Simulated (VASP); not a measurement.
# BN (P6_3mc) in VASP: a series of runs, part 2 of 2

VASP 6.6.1. Earlier steps stand in the parts before.

**5. Single point, PBE (strain -0.0150 x Voigt [1, 1, 0, 0, 0, 0])**

Contents of INCAR:

```
PREC     = Accurate       # precision mode
ENCUT    = 520            # plane-wave cutoff, eV
EDIFF    = 1E-7           # SCF threshold, eV
ISMEAR   = 0              # smearing method
SIGMA    = 0.05           # smearing width, eV
LREAL    = False          # projectors in reciprocal space
LASPH    = True           # aspherical terms in the spheres
NELM     = 80             # most SCF steps
ALGO     = Normal         # electronic algorithm
ISIF     = 2              # what is computed and relaxed
LWAVE    = False          # write WAVECAR
LCHARG   = True           # write CHGCAR
GGA      = PE             # functional
LELF     = True           # ELF
LVHAR    = True         
NBANDS   = 16             # bands
```

Contents of KPOINTS:

```
regular mesh
0
Gamma
  12 12 6
```

Contents of POSCAR:

```
BN
1.0
    2.5162613948      0.0000000000      0.0000000000
   -1.2581306974      2.1791462904      0.0000000000
    0.0000000000      0.0000000000      4.2245145363
B N
2 2
Direct
    0.6666666667      0.3333333333      0.9998058548
    0.3333333333      0.6666666667      0.4998058548
    0.6666666667      0.3333333333      0.6251941452
    0.3333333333      0.6666666667      0.1251941452
```

Potentials or basis: VASP PAW PBE potentials, release 64 (B, N).

The run is started by

```bash
> cat potpaw_PBE.64/B/POTCAR potpaw_PBE.64/N/POTCAR > POTCAR
> mpirun -np 1 vasp_std > vasp.out
```

OUTCAR:

```text
PREC = Accurate
   ENCUT = 520
   EDIFF = 1E-7
   ISMEAR = 0
   LREAL = False
   LASPH = True
   NELM = 80
   ISIF = 2
   GGA = PE

 ion  position               nearest neighbor table
   1  0.667  0.333  1.000-   4 1.55   4 1.55   4 1.55   3 1.58
   2  0.333  0.667  0.500-   3 1.55   3 1.55   3 1.55   4 1.58
   3  0.667  0.333  0.625-   2 1.55   2 1.55   2 1.55   1 1.58
   4  0.333  0.667  0.125-   1 1.55   1 1.55   1 1.55   2 1.58

  LATTYP: Found a hexagonal cell.
 ALAT       =     2.5162613948
 C/A-ratio  =     1.6788854071

  Lattice vectors:

 A1 = (   2.5162613948,   0.0000000000,   0.0000000000)
 A2 = (  -1.2581306974,   2.1791462904,   0.0000000000)
 A3 = (   0.0000000000,   0.0000000000,   4.2245145363)

Analysis of symmetry for initial positions (statically):
=====================================================================
 Subroutine PRICEL returns:
 Original cell was already a primitive cell.

 Routine SETGRP: Setting up the symmetry group for a
 hexagonal supercell.

 Subroutine GETGRP returns: Found 12 space group operations
 (whereof  6 operations were pure point group operations)
 out of a pool of 24 trial point group operations.

The static configuration has the point symmetry C_3v.
 The point group associated with its full space group is C_6v.

Analysis of symmetry for dynamics (positions and initial velocities):
=====================================================================
 Subroutine PRICEL returns:
 Original cell was already a primitive cell.

 Routine SETGRP: Setting up the symmetry group for a
 hexagonal supercell.

 Subroutine GETGRP returns: Found 12 space group operations
 (whereof  6 operations were pure point group operations)
 out of a pool of 24 trial point group operations.

The dynamic configuration has the point symmetry C_3v.
 The point group associated with its full space group is C_6v.

 Subroutine INISYM returns: Found 12 space group operations
 (whereof  6 operations are pure point group operations),
 and found     1 'primitive' translations

----------------------------------------------------------------------------------------

                                     Primitive cell

  volume of cell :      23.1643

  direct lattice vectors                    reciprocal lattice vectors
     2.516261395  0.000000000  0.000000000     0.397414991  0.229447652  0.000000000
    -1.258130697  2.179146290  0.000000000     0.000000000  0.458895304  0.000000000
     0.000000000  0.000000000  4.224514536     0.000000000  0.000000000  0.236713590

  length of vectors
     2.516261395  2.516261395  4.224514536     0.458895304  0.458895304  0.236713590

  position of ions in fractional coordinates (direct lattice)
     0.666666667  0.333333333  0.999805855
     0.333333333  0.666666667  0.499805855
     0.666666667  0.333333333  0.625194145
     0.333333333  0.666666667  0.125194145

  ion indices of the primitive-cell ions
   primitive index   ion index
                 1           1
                 2           2
                 3           3
                 4           4

----------------------------------------------------------------------------------------

 KPOINTS: regular mesh

Automatic generation of k-mesh.
 Grid dimensions read from file:
 generate k-points for:   12   12    6

 Generating k-lattice:

  Cartesian coordinates                     Fractional coordinates (reciprocal lattice)
     0.033117916  0.019120638  0.000000000     0.083333333  0.000000000  0.000000000
     0.000000000  0.038241275  0.000000000     0.000000000  0.083333333  0.000000000
     0.000000000  0.000000000  0.039452265     0.000000000  0.000000000  0.166666667

  Length of vectors
     0.038241275  0.038241275  0.039452265

  Shift w.r.t. Gamma in fractional coordinates (k-lattice)
     0.000000000  0.000000000  0.000000000

 Subroutine IBZKPT returns following result:
 ===========================================

 Found     76 irreducible k-points:

 Following reciprocal coordinates:
            Coordinates               Weight
  0.000000  0.000000  0.000000      1.000000
  0.083333  0.000000  0.000000      6.000000
  0.166667  0.000000  0.000000      6.000000
  0.250000 -0.000000  0.000000      6.000000
  0.333333  0.000000  0.000000      6.000000
  0.416667  0.000000  0.000000      6.000000
[... 16 lines left out ...]
  0.250000 -0.000000  0.166667     12.000000
  0.333333  0.000000  0.166667     12.000000
 [... further k-points ...]
   k-points           NKPTS =     76   k-points in BZ     NKDIM =     76   number of bands    NBANDS=     16
   number of dos      NEDOS =    301   number of ions     NIONS =      4
   total plane-waves  NPLWV =  12800
   dimension x,y,z NGX =    20 NGY =   20 NGZ =   32
   dimension x,y,z NGXF=    40 NGYF=   40 NGZF=   64
   ions per type =               2   2
   NGX,Y,Z   is equivalent  to a cutoff of  13.21, 13.21, 12.59 a.u.
   NGXF,Y,Z  is equivalent  to a cutoff of  26.43, 26.43, 25.19 a.u.
 SYSTEM =  unknown system
   PREC   = accura    normal or accurate (medium, high low for compatibility)
   ISTART =      0    job   : 0-new  1-cont  2-samecut
   ICHARG =      2    charge: 1-file 2-atom 10-const
   ISPIN  =      1    spin polarized calculation?
   LNONCOLLINEAR =      F non collinear calculations
   LSORBIT =      F    spin-orbit coupling
   LASPH  =      T    aspherical Exc in radial PAW
   ENCUT  =  520.0 eV  38.22 Ry    6.18 a.u.   4.68  4.68  7.85*2*pi/ulx,y,z
   NELM   =     80;   NELMIN=  2; NELMDL= -5     # of ELM steps
   EDIFF  = 0.1E-06   stopping-criterion for ELM
   LREAL  =      F    real-space projection
   EDIFFG = 0.1E-05   stopping-criterion for IOM
   NSW    =      0    number of steps for IOM
   IBRION =     -1    ionic relax: 0-MD 1-quasi-New 2-CG
   NFREE  =      0    steps in history (QN), initial steepest desc. (CG)
   ISIF   =      2    stress and relaxation
   ISYM   =      2    0-nonsym 1-usesym 2-fastsym
   POTIM  = 0.5000    time-step for ionic-motion
   TEBEG  =    0.0;   TEEND  =   0.0 temperature during run
   PSTRESS=    0.0 pullay stress
   NELECT =      16.0000    total number of electrons
   NUPDOWN=      -1.0000    fix difference up-down
   EMIN   =  10.00;   EMAX   =-10.00  energy-range for DOS
   EFERMI =   0.00;   METHOD = LEGACY
   ISMEAR =     0;   SIGMA  =   0.05  broadening in eV -4-tet -1-fermi 0-gaus
   EFERMI_NEDOS =   21; number of points for ismear=-14 and -15
   IALGO  =     38    algorithm
   IMIX   =      4    mixing-type and parameters
     AMIX     =   0.40;   BMIX     =  1.00
     AMIX_MAG =   1.60;   BMIX_MAG =  1.00
  volume/ion in A,a.u.               =       5.79        39.08
  Fermi-wavevector in a.u.,A,eV,Ry     =   1.447133  2.734685 28.493246  2.094195
  Thomas-Fermi vector in A             =   2.565123
   LORBIT       =      0    0 simple, 1 ext, 2 COOP (PROOUT), +10 PAW based schemes
   GGA     = PE    functional components
   LHFCALC =     F    Hartree Fock is set to
   AEXX    =    0.0000 exact exchange contribution
   IVDW    =     0    specifies the selected vdW correction
   LEPSILON=     F    determine dielectric tensor
   LRPA    =     F    only Hartree local field effects (RPA)
 non-spin polarized calculation
 Gauss-broadening in eV      SIGMA  =   0.05
  energy-cutoff  :      520.00
  volume of cell :       23.16
 maximum number of plane-waves:       640
 NGX is ok and might be reduce to    20
   NGX =  9   NGY =  9   NGZ = 15

 number of electron      15.9999998 magnetization

 Free energy of the ion-electron system (eV)
  ---------------------------------------------------
  ext. energy  EPLUGINS =         0.00000000
  ---------------------------------------------------
  free energy    TOTEN  =       -34.79359809 eV

  energy without entropy =      -34.79359809  energy(sigma->0) =      -34.79359809

 E-fermi :   8.1164     XC(G=0): -12.9119

 val. band max:        7.8230856640   @ k =   0.0000   0.0000   0.0000
 cond. band min:      12.9306644592   @ k =   0.3333   0.3333   0.0000
 fundamental gap:      5.1075787952
 Fermi energy:         8.1164469545

 k-point     1 :       0.0000    0.0000    0.0000
  band No.  band energies     occupation
      1     -12.8298      2.00000
      2      -8.7155      2.00000
      3      -3.3317      2.00000
      4       5.7667      2.00000
      5       5.7667      2.00000
      6       7.4902      2.00000
[... 433 lines left out ...]
      3      -1.1106      2.00000
      4       0.2860      2.00000
      5       1.7164      2.00000
      6       3.5189      2.00000
[... 8 lines left out ...]
     15      24.1180      0.00000
     16      24.3769      0.00000

 [... further k-points ...]
[... 5 lines left out ...]
  --------------------------------------------------------------------------------------
  -------------------------------------------------------------------------------------
  Total        2.5094255      2.5094255      0.3005506      0.0000000      0.0000000      0.0000000
  in kB      173.5665163    173.5665163     20.7878356      0.0000000      0.0000000      0.0000000
  external PRESSURE =     122.6402894 kB  Pullay stress =       0.0000000 kB

 VOLUME and BASIS-vectors are now :
 -----------------------------------------------------------------------------
  energy-cutoff  :      520.00
  volume of cell :       23.16
      direct lattice vectors                 reciprocal lattice vectors
     2.516261395  0.000000000  0.000000000     0.397414991  0.229447652  0.000000000
    -1.258130697  2.179146290  0.000000000     0.000000000  0.458895304  0.000000000
     0.000000000  0.000000000  4.224514536     0.000000000  0.000000000  0.236713590

 POSITION                                       TOTAL-FORCE (eV/Angst)
 -----------------------------------------------------------------------------------
      1.25813      0.72638      4.22369         0.000000     -0.000000     -0.048737
     -0.00000      1.45276      2.11144         0.000000     -0.000000     -0.048737
      1.25813      0.72638      2.64114        -0.000000     -0.000000      0.048737
     -0.00000      1.45276      0.52888         0.000000      0.000000      0.048737
 -----------------------------------------------------------------------------------
    total drift:                               -0.000000     -0.000000      0.000298

  FREE ENERGIE OF THE ION-ELECTRON SYSTEM (eV)
  ---------------------------------------------------
  free  energy   TOTEN  =       -34.7935980931 eV

  energy  without entropy=      -34.7935980931  energy(sigma->0) =      -34.79359809
```

Run time: 16 s. Hardware: 1 thread of Intel Xeon 6975P-C (Granite Rapids), shared host; peak memory 0.14 GiB.

Results:

```
Free energy            : -34.7936 eV
Pressure               : 12.3 GPa
Largest force          : 0.049 eV/Å
Band gap on the k mesh : 5.11 eV, indirect (least direct gap 8.23 eV)
```

Forces on the atoms (eV/Å):
```
B    0.000  0.000 -0.049
B    0.000  0.000 -0.049
N    0.000  0.000  0.049
N    0.000  0.000  0.049
```

Levels at points of the mesh, in eV from the valence-band top:
```
           k point  band 4  band 5  band 6  band 7  band 8  band 9  band 10  band 11  band 12  band 13
(0.00, 0.00, 0.00)   -2.06   -2.06   -0.33    0.00    0.00    8.23     8.60     8.60    10.08    11.26
(0.50, 0.00, 0.00)   -8.05   -7.00   -5.01   -4.49   -2.22    6.93     7.92    10.82    11.74    12.73
(0.00, 0.00, 0.50)   -5.94   -1.14   -1.14   -1.14   -1.14    9.87     9.87    10.13    10.13    10.13
(0.50, 0.00, 0.50)  -10.20   -3.82   -3.82   -3.71   -3.71    6.61     6.61    10.10    10.10    14.49
```

Caveat: the cell differs from its parent crystal (strain -0.0150 x Voigt [1, 1, 0, 0, 0, 0]).

**6. Single point, PBE (strain +0.0150 x Voigt [1, 1, 0, 0, 0, 0])**

Contents of INCAR:

```
PREC     = Accurate       # precision mode
ENCUT    = 520            # plane-wave cutoff, eV
EDIFF    = 1E-6           # SCF threshold, eV
ISMEAR   = 0              # smearing method
SIGMA    = 0.05           # smearing width, eV
LREAL    = F              # projectors in reciprocal space
LASPH    = T              # aspherical terms in the spheres
NELM     = 80             # most SCF steps
ALGO     = Normal         # electronic algorithm
ISIF     = 2              # what is computed and relaxed
LWAVE    = F              # write WAVECAR
LCHARG   = T              # write CHGCAR
GGA      = PE             # functional
LELF     = T              # ELF
LVHAR    = T            
NBANDS   = 16             # bands
```

KPOINTS is that of step 5.

Edit POSCAR of step 5 so:

```diff
@@ -2,4 +2,4 @@
 1.0
-    2.5162613948      0.0000000000      0.0000000000
-   -1.2581306974      2.1791462904      0.0000000000
+    2.5928987976      0.0000000000      0.0000000000
+   -1.2964493988      2.2455162282      0.0000000000
     0.0000000000      0.0000000000      4.2245145363
```

Potentials or basis: VASP PAW PBE potentials, release 64 (B, N).

The run is started by

```bash
> cat potpaw_PBE.64/B/POTCAR potpaw_PBE.64/N/POTCAR > POTCAR
> mpirun -np 1 vasp_std > vasp.out
```

It took 14 s on 1 thread of Intel Xeon 6975P-C (Granite Rapids), shared host; peak memory 0.14 GiB.

The run converged. Its results:

```yaml
Free_energy: -34.8007 eV
Pressure: -10.2 GPa
Largest_force: 0.018 eV/Å
Band_gap_on_the_k_mesh: 5.30 eV, indirect (least direct gap 8.00 eV)
```

Forces in eV/Å, atoms in the order of the input:
```
B    0.000  0.000  0.018
B    0.000  0.000  0.018
N    0.000  0.000 -0.018
N    0.000  0.000 -0.018
```

Stress tensor (GPa, compression positive):
```
-14.54   0.00   0.00
  0.00 -14.54   0.00
  0.00   0.00  -1.46
```

Levels at points of the mesh, in eV from the valence-band top:
| k point | band 5 | band 6 | band 7 | band 8 | band 9 | band 10 | band 11 | band 12 |
| --- | --- | --- | --- | --- | --- | --- | --- | --- |
| (0.00, 0.00, 0.00) | -2.15 | -0.21 | 0.00 | 0.00 | 8.08 | 8.08 | 8.76 | 8.85 |
| (0.50, 0.00, 0.00) | -6.71 | -4.87 | -4.25 | -1.97 | 6.42 | 7.94 | 10.30 | 11.05 |
| (0.00, 0.00, 0.50) | -1.19 | -1.19 | -1.19 | -1.19 | 8.92 | 8.92 | 9.63 | 9.63 |
| (0.50, 0.00, 0.50) | -3.64 | -3.64 | -3.37 | -3.37 | 6.48 | 6.48 | 9.86 | 9.86 |

Caveat: the cell differs from its parent crystal (strain +0.0150 x Voigt [1, 1, 0, 0, 0, 0]).

**7. The runs side by side**

```csv
cell,gap on the mesh (eV),pressure (GPa),largest force (eV/Å)
"a = 2.401, b = 2.401, c = 4.225 Å, angles 90.0, 90.0, 120.0°, 4 atoms",4.71,60.3,0.40
"a = 2.440, b = 2.440, c = 4.225 Å, angles 90.0, 90.0, 120.0°, 4 atoms",4.86,42.1,0.25
"a = 2.478, b = 2.478, c = 4.225 Å, angles 90.0, 90.0, 120.0°, 4 atoms",4.99,26.1,0.13
"a = 2.516, b = 2.516, c = 4.225 Å, angles 90.0, 90.0, 120.0°, 4 atoms",5.11,12.3,0.05
"a = 2.593, b = 2.593, c = 4.225 Å, angles 90.0, 90.0, 120.0°, 4 atoms",5.30,-10.2,0.02
```

Alike in all rows: task single point; level PBE; potentials or basis VASP PAW PBE potentials, release 64 (B, N); no spin polarisation; k mesh 12 × 12 × 6; cutoff (eV) 520; smearing gaussian 0.05 eV.

Total energies depend on the potentials used, so only differences within one code and one set of settings carry meaning.
